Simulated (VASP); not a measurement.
# MnS (Fm-3m) in VASP: single point with r2SCAN

Aim: the single point of MnS with r2SCAN.

All numbers are computed with VASP 6.6.1; they aren't measurements. Logs are shortened: lines on timing, memory, paths and dates and some standing lists are left out, and cuts for length are marked.

## (1) The cell of the first run

It takes space group Fm-3m (No. 225, cubic). The conventional cell has a = 5.220 Å, b = 5.220 Å, c = 5.220 Å, α = 90.00°, β = 90.00°, γ = 90.00°. Within 3.4 Å of Mn (site symmetry m-3m) lie 6 S at 2.61 Å. Within 3.4 Å of S (site symmetry m-3m) lie 6 Mn at 2.61 Å.

## (2) Single point, r2SCAN, collinear spin, ferromagnetic start

POSCAR

```
MnS
1.0
    0.0000000000      2.6101300539      2.6101300539
    2.6101300539      0.0000000000      2.6101300539
    2.6101300539      2.6101300539      0.0000000000
Mn S
1 1
Direct
    0.0000000000      0.0000000000      0.0000000000
    0.5000000000      0.5000000000      0.5000000000
```

INCAR.step1

```
SYSTEM = MnS
PREC = Accurate
ENCUT = 520
ISMEAR = 0
SIGMA = 0.1
LREAL = .FALSE.
LASPH = .TRUE.
NELM = 150
ISPIN = 2
MAGMOM = 4.89 0.2
LMAXMIX = 4
NBANDS = 20
GGA = PE
ALGO = Normal
EDIFF = 1E-4
LWAVE = .TRUE.
LCHARG = .FALSE.
```

INCAR.step2

```
SYSTEM = MnS
PREC = Accurate
ENCUT = 520
EDIFF = 1E-6
ISMEAR = 0
SIGMA = 0.1
LREAL = .FALSE.
LASPH = .TRUE.
NELM = 150
ALGO = Normal
ISIF = 2
LWAVE = .FALSE.
LCHARG = .TRUE.
ISPIN = 2
MAGMOM = 4.89 0.2
LORBIT = 11
LMAXMIX = 4
METAGGA = R2SCAN
LMIXTAU = .TRUE.
LELF = .TRUE.
LVHAR = .TRUE.
NBANDS = 20
ISTART = 1
```

KPOINTS

```
regular mesh
0
G
  14 14 14
  0 0 0
```

Potentials or basis: VASP PAW PBE potentials, release 64 (Mn_pv, S).

Launch:

```console
cat potpaw_PBE.64/Mn_pv/POTCAR potpaw_PBE.64/S/POTCAR > POTCAR
cp INCAR.step1 INCAR
mpirun -np 1 vasp_std > vasp.out
cp INCAR.step2 INCAR
mpirun -np 1 vasp_std > vasp.out
```

OUTCAR:

```text
SYSTEM = MnS
   PREC = Accurate
   ENCUT = 520
   EDIFF = 1E-6
   ISMEAR = 0
   LREAL = .FALSE.
   LASPH = .TRUE.
   NELM = 150
   ISIF = 2
   ISPIN = 2
   LORBIT = 11
   METAGGA = R2SCAN
   ISTART = 1

 ion  position               nearest neighbor table
   1  0.000  0.000  0.000-   2 2.61   2 2.61   2 2.61   2 2.61   2 2.61   2 2.61
   2  0.500  0.500  0.500-   1 2.61   1 2.61   1 2.61   1 2.61   1 2.61   1 2.61

  LATTYP: Found a face centered cubic cell.
 ALAT       =     5.2202601078

  Lattice vectors:

 A1 = (   0.0000000000,   2.6101300539,   2.6101300539)
 A2 = (   2.6101300539,   0.0000000000,   2.6101300539)
 A3 = (   2.6101300539,   2.6101300539,   0.0000000000)

Analysis of symmetry for initial positions (statically):
=====================================================================
 Subroutine PRICEL returns:
 Original cell was already a primitive cell.

 Routine SETGRP: Setting up the symmetry group for a
 face centered cubic supercell.

 Subroutine GETGRP returns: Found 48 space group operations
 (whereof 48 operations were pure point group operations)
 out of a pool of 48 trial point group operations.

The static configuration has the point symmetry O_h .

Analysis of symmetry for dynamics (positions and initial velocities):
=====================================================================
 Subroutine PRICEL returns:
 Original cell was already a primitive cell.

 Routine SETGRP: Setting up the symmetry group for a
 face centered cubic supercell.

 Subroutine GETGRP returns: Found 48 space group operations
 (whereof 48 operations were pure point group operations)
 out of a pool of 48 trial point group operations.

The dynamic configuration has the point symmetry O_h .

Analysis of structural, dynamic, and magnetic symmetry:
=====================================================================
 Subroutine PRICEL returns:
 Original cell was already a primitive cell.

 Routine SETGRP: Setting up the symmetry group for a
 face centered cubic supercell.

 Subroutine GETGRP returns: Found 48 space group operations
 (whereof 48 operations were pure point group operations)
 out of a pool of 48 trial point group operations.

The overall configuration has the point symmetry O_h .

 Subroutine INISYM returns: Found 48 space group operations
 (whereof 48 operations are pure point group operations),
 and found     1 'primitive' translations

----------------------------------------------------------------------------------------

                                     Primitive cell

  volume of cell :      35.5645

  direct lattice vectors                    reciprocal lattice vectors
     0.000000000  2.610130054  2.610130054    -0.191561336  0.191561336  0.191561336
     2.610130054  0.000000000  2.610130054     0.191561336 -0.191561336  0.191561336
     2.610130054  2.610130054  0.000000000     0.191561336  0.191561336 -0.191561336

  length of vectors
     3.691281322  3.691281322  3.691281322     0.331793967  0.331793967  0.331793967

  position of ions in fractional coordinates (direct lattice)
     0.000000000  0.000000000  0.000000000
     0.500000000  0.500000000  0.500000000

  ion indices of the primitive-cell ions
   primitive index   ion index
                 1           1
                 2           2

----------------------------------------------------------------------------------------

 KPOINTS: regular mesh

Automatic generation of k-mesh.
 Grid dimensions read from file:
 generate k-points for:   14   14   14

 Generating k-lattice:

  Cartesian coordinates                     Fractional coordinates (reciprocal lattice)
    -0.013682953  0.013682953  0.013682953     0.071428571  0.000000000  0.000000000
     0.013682953 -0.013682953  0.013682953     0.000000000  0.071428571  0.000000000
     0.013682953  0.013682953 -0.013682953     0.000000000  0.000000000  0.071428571

  Length of vectors
     0.023699569  0.023699569  0.023699569

  Shift w.r.t. Gamma in fractional coordinates (k-lattice)
     0.000000000  0.000000000  0.000000000

 Subroutine IBZKPT returns following result:
 ===========================================

 Found    104 irreducible k-points:

 Following reciprocal coordinates:
            Coordinates               Weight
  0.000000  0.000000  0.000000      1.000000
  0.071429  0.000000  0.000000      8.000000
  0.142857  0.000000  0.000000      8.000000
  0.214286  0.000000  0.000000      8.000000
  0.285714  0.000000  0.000000      8.000000
  0.357143  0.000000  0.000000      8.000000
[... 16 lines left out ...]
  0.214286  0.142857  0.000000     24.000000
  0.285714  0.142857  0.000000     24.000000
 [... further k-points ...]
   k-points           NKPTS =    104   k-points in BZ     NKDIM =    104   number of bands    NBANDS=     20
   number of dos      NEDOS =    301   number of ions     NIONS =      2
   total plane-waves  NPLWV =  21952
   dimension x,y,z NGX =    28 NGY =   28 NGZ =   28
   dimension x,y,z NGXF=    56 NGYF=   56 NGZF=   56
   ions per type =               1   1
   NGX,Y,Z   is equivalent  to a cutoff of  12.61, 12.61, 12.61 a.u.
   NGXF,Y,Z  is equivalent  to a cutoff of  25.22, 25.22, 25.22 a.u.
 SYSTEM =  MnS
   PREC   = accura    normal or accurate (medium, high low for compatibility)
   ISTART =      1    job   : 0-new  1-cont  2-samecut
   ICHARG =      0    charge: 1-file 2-atom 10-const
   ISPIN  =      2    spin polarized calculation?
   LNONCOLLINEAR =      F non collinear calculations
   LSORBIT =      F    spin-orbit coupling
   LASPH  =      T    aspherical Exc in radial PAW
   ENCUT  =  520.0 eV  38.22 Ry    6.18 a.u.   6.86  6.86  6.86*2*pi/ulx,y,z
   NELM   =    150;   NELMIN=  2; NELMDL=  0     # of ELM steps
   EDIFF  = 0.1E-05   stopping-criterion for ELM
   LREAL  =      F    real-space projection
   EDIFFG = 0.1E-04   stopping-criterion for IOM
   NSW    =      0    number of steps for IOM
   IBRION =     -1    ionic relax: 0-MD 1-quasi-New 2-CG
   NFREE  =      0    steps in history (QN), initial steepest desc. (CG)
   ISIF   =      2    stress and relaxation
   ISYM   =      2    0-nonsym 1-usesym 2-fastsym
   POTIM  = 0.5000    time-step for ionic-motion
   TEBEG  =    0.0;   TEEND  =   0.0 temperature during run
   PSTRESS=    0.0 pullay stress
   NELECT =      19.0000    total number of electrons
   NUPDOWN=      -1.0000    fix difference up-down
   EMIN   =  10.00;   EMAX   =-10.00  energy-range for DOS
   EFERMI =   0.00;   METHOD = LEGACY
   ISMEAR =     0;   SIGMA  =   0.10  broadening in eV -4-tet -1-fermi 0-gaus
   EFERMI_NEDOS =   21; number of points for ismear=-14 and -15
   IALGO  =     38    algorithm
   IMIX   =      4    mixing-type and parameters
     AMIX     =   0.40;   BMIX     =  1.00
     AMIX_MAG =   1.60;   BMIX_MAG =  1.00
  volume/ion in A,a.u.               =      17.78       120.00
  Fermi-wavevector in a.u.,A,eV,Ry     =   1.328375  2.510264 24.008555  1.764579
  Thomas-Fermi vector in A             =   2.457617
   LORBIT       =     11    0 simple, 1 ext, 2 COOP (PROOUT), +10 PAW based schemes
   METAGGA = R2SCAN    functional components
   LHFCALC =     F    Hartree Fock is set to
   AEXX    =    0.0000 exact exchange contribution
   IVDW    =     0    specifies the selected vdW correction
   LEPSILON=     F    determine dielectric tensor
   LRPA    =     F    only Hartree local field effects (RPA)
 spin polarized calculation
 Gauss-broadening in eV      SIGMA  =   0.10
  energy-cutoff  :      520.00
  volume of cell :       35.56
 maximum number of plane-waves:       982
   NGX = 13   NGY = 13   NGZ = 13

 number of electron      18.9999988 magnetization       4.9861152

 Free energy of the ion-electron system (eV)
  ---------------------------------------------------
  ext. energy  EPLUGINS =         0.00000000
  ---------------------------------------------------
  free energy    TOTEN  =       -24.87612559 eV

  energy without entropy =      -24.87507215  energy(sigma->0) =      -24.87559887

 E-fermi :   6.5825     XC(G=0): -11.1799

 val. band max:        6.5757007152   @ k =   0.5000   0.0000   0.0000
 cond. band min:       6.6074757179   @ k =   0.5000   0.4286   0.0000
 fundamental gap:      0.0317750027
 Fermi energy:         6.5825484773

 spin component 1

 k-point     1 :       0.0000    0.0000    0.0000
  band No.  band energies     occupation
      1     -46.7009      1.00000
      2     -46.7009      1.00000
      3     -46.7008      1.00000
      4      -8.6282      1.00000
      5       2.5180      1.00000
      6       2.5180      1.00000
[... 12 lines left out ...]
     19      18.6655      0.00000
     20      19.1924      0.00000

 k-point     2 :       0.0714    0.0000    0.0000
  band No.  band energies     occupation
      1     -46.7012      1.00000
      2     -46.7009      1.00000
      3     -46.7009      1.00000
      4      -8.5756      1.00000
      5       2.4449      1.00000
      6       2.4508      1.00000
[... 12 lines left out ...]
     19      18.1484      0.00000
     20      19.3093      0.00000

 k-point     3 :       0.1429    0.0000    0.0000
  band No.  band energies     occupation
      1     -46.7023      1.00000
      2     -46.7011      1.00000
      3     -46.7010      1.00000
      4      -8.4223      1.00000
      5       2.1378      1.00000
      6       2.1706      1.00000
[... 12 lines left out ...]
     19      18.3956      0.00000
     20      20.2957      0.00000

 k-point     4 :       0.2143    0.0000    0.0000
  band No.  band energies     occupation
      1     -46.7037      1.00000
      2     -46.7013      1.00000
      3     -46.7012      1.00000
      4      -8.1837      1.00000
      5       1.4857      1.00000
      6       1.8529      1.00000
[... 429 lines left out ...]
 k-point    23 :       0.2143    0.1429    0.0000
  band No.  band energies     occupation
      1     -46.7031      1.00000
      2     -46.7016      1.00000
      3     -46.7016      1.00000
      4      -8.1913      1.00000
      5       1.2685      1.00000
      6       2.2112      1.00000
[... 12 lines left out ...]
     19      20.2302      0.00000
     20      21.6109      0.00000

 k-point    24 :       0.2857    0.1429    0.0000
  band No.  band energies     occupation
      1     -46.7045      1.00000
      2     -46.7019      1.00000
      3     -46.7018      1.00000
      4      -7.9528      1.00000
      5       0.8475      1.00000
      6       1.8459      1.00000
[... 12 lines left out ...]
     19      20.0644      0.00000
     20      23.2123      0.00000

 [... further k-points ...]

 spin component 2

 k-point     1 :       0.0000    0.0000    0.0000
  band No.  band energies     occupation
      1     -40.4380      1.00000
      2     -40.4380      1.00000
      3     -40.4379      1.00000
      4      -8.2712      1.00000
      5       4.8650      1.00000
      6       4.8650      1.00000
[... 12 lines left out ...]
     19      20.0954      0.00000
     20      21.5251      0.00000

 k-point     2 :       0.0714    0.0000    0.0000
  band No.  band energies     occupation
      1     -40.4386      1.00000
      2     -40.4381      1.00000
      3     -40.4380      1.00000
      4      -8.2194      1.00000
      5       4.4771      1.00000
      6       4.7257      1.00000
[... 12 lines left out ...]
     19      19.3252      0.00000
     20      21.5651      0.00000

 k-point     3 :       0.1429    0.0000    0.0000
  band No.  band energies     occupation
      1     -40.4402      1.00000
      2     -40.4383      1.00000
      3     -40.4382      1.00000
      4      -8.0689      1.00000
      5       3.5973      1.00000
      6       4.4020      1.00000
[... 12 lines left out ...]
     19      19.6350      0.00000
     20      21.9383      0.00000

 k-point     4 :       0.2143    0.0000    0.0000
  band No.  band energies     occupation
      1     -40.4425      1.00000
      2     -40.4386      1.00000
      3     -40.4385      1.00000
      4      -7.8353      1.00000
      5       2.5801      1.00000
      6       4.0345      1.00000
[... 429 lines left out ...]
 k-point    23 :       0.2143    0.1429    0.0000
  band No.  band energies     occupation
      1     -40.4415      1.00000
      2     -40.4392      1.00000
      3     -40.4391      1.00000
      4      -7.8392      1.00000
      5       2.7501      1.00000
      6       4.0645      1.00000
[... 12 lines left out ...]
     19      21.4035      0.00000
     20      23.2179      0.00000

 k-point    24 :       0.2857    0.1429    0.0000
  band No.  band energies     occupation
      1     -40.4437      1.00000
      2     -40.4396      1.00000
      3     -40.4394      1.00000
      4      -7.6039      1.00000
      5       2.0461      1.00000
      6       3.6450      1.00000
[... 12 lines left out ...]
     19      21.6864      0.00000
     20      24.2398      0.00000

 [... further k-points ...]
[... 5 lines left out ...]
  --------------------------------------------------------------------------------------
  -------------------------------------------------------------------------------------
  Total       -0.0010442     -0.0010442     -0.0010442      0.0000000      0.0000000     -0.0000000
  in kB       -0.0470421     -0.0470421     -0.0470421      0.0000000      0.0000000     -0.0000000
  external PRESSURE =      -0.0470421 kB  Pullay stress =       0.0000000 kB

 VOLUME and BASIS-vectors are now :
 -----------------------------------------------------------------------------
  energy-cutoff  :      520.00
  volume of cell :       35.56
      direct lattice vectors                 reciprocal lattice vectors
     0.000000000  2.610130054  2.610130054    -0.191561336  0.191561336  0.191561336
     2.610130054  0.000000000  2.610130054     0.191561336 -0.191561336  0.191561336
     2.610130054  2.610130054  0.000000000     0.191561336  0.191561336 -0.191561336

 POSITION                                       TOTAL-FORCE (eV/Angst)
 -----------------------------------------------------------------------------------
      0.00000      0.00000      0.00000         0.000000     -0.000000      0.000000
      2.61013      2.61013      2.61013        -0.000000      0.000000     -0.000000
 -----------------------------------------------------------------------------------
    total drift:                               -0.000000      0.000000      0.000000

  FREE ENERGIE OF THE ION-ELECTRON SYSTEM (eV)
  ---------------------------------------------------
  free  energy   TOTEN  =       -24.8761255940 eV

  energy  without entropy=      -24.8750721461  energy(sigma->0) =      -24.87559887

 total charge

# of ion       s       p       d       tot
------------------------------------------
    1        0.218   6.159   4.895  11.272
    2        1.310   2.477   0.000   3.787
--------------------------------------------------
tot          1.528   8.636   4.895  15.060

 magnetization (x)

# of ion       s       p       d       tot
------------------------------------------
    1        0.051   0.037   4.414   4.501
    2        0.029   0.108   0.000   0.138
--------------------------------------------------
tot          0.080   0.145   4.414   4.639
```

It took 9.5 min on 1 thread of Intel Xeon Platinum 8259CL at 2.50GHz (Skylake/Cascade Lake), shared host; peak memory 0.26 GiB.

Results:

```yaml
Free_energy: -24.8761 eV
Pressure: 0.0 GPa
Band_gap_on_the_k_mesh: zero (filled and empty bands overlap)
Net_moment: 4.99 μB per cell
Site_moments: Mn +4.50; S +0.14 μB
Valence_electrons_inside_the_program's_atomic_spheres: Mn 11.27; S 3.79
```

Levels at points of the mesh, in eV from the Fermi level:
Spin up:
| k point | band 9 | band 10 | band 11 | band 12 | band 13 | band 14 | band 15 | band 16 |
| --- | --- | --- | --- | --- | --- | --- | --- | --- |
| (0.00, 0.00, 0.00) | -3.99 | -2.05 | -2.05 | -2.05 | 2.04 | 8.80 | 8.80 | 8.80 |
| (0.50, 0.00, 0.00) | -3.60 | -3.16 | -0.01 | -0.01 | 3.11 | 5.63 | 5.63 | 8.84 |
| (0.50, 0.50, 0.00) | -3.69 | -3.48 | -3.48 | -2.98 | 0.95 | 5.52 | 10.75 | 12.51 |
Spin down:
| k point | band 3 | band 4 | band 5 | band 6 | band 7 | band 8 | band 9 | band 10 | band 11 | band 12 |
| --- | --- | --- | --- | --- | --- | --- | --- | --- | --- | --- |
| (0.00, 0.00, 0.00) | -47.02 | -14.85 | -1.72 | -1.72 | -1.72 | 1.12 | 1.12 | 1.12 | 1.12 | 1.12 |
| (0.50, 0.00, 0.00) | -47.02 | -13.53 | -6.52 | -3.34 | -3.34 | 2.24 | 2.24 | 2.42 | 3.88 | 4.07 |
| (0.50, 0.50, 0.00) | -47.02 | -13.35 | -5.75 | -3.31 | -3.31 | -0.15 | 1.61 | 2.43 | 2.51 | 2.51 |

Caveat: the PAW data sets were made with another functional, which shifts forces and pressure a little; a cell with one magnetic atom can't hold antiferromagnetic order, which such compounds often take; semilocal functionals often make such compounds metallic where correlation or magnetic order opens a gap, which also shifts bond lengths. With open d or f shells a metallic result of r2SCAN can be an artefact of self-interaction; +U or a hybrid may open a gap.

The gap in the log of VASP goes by the Fermi energy; the results here count the filled bands.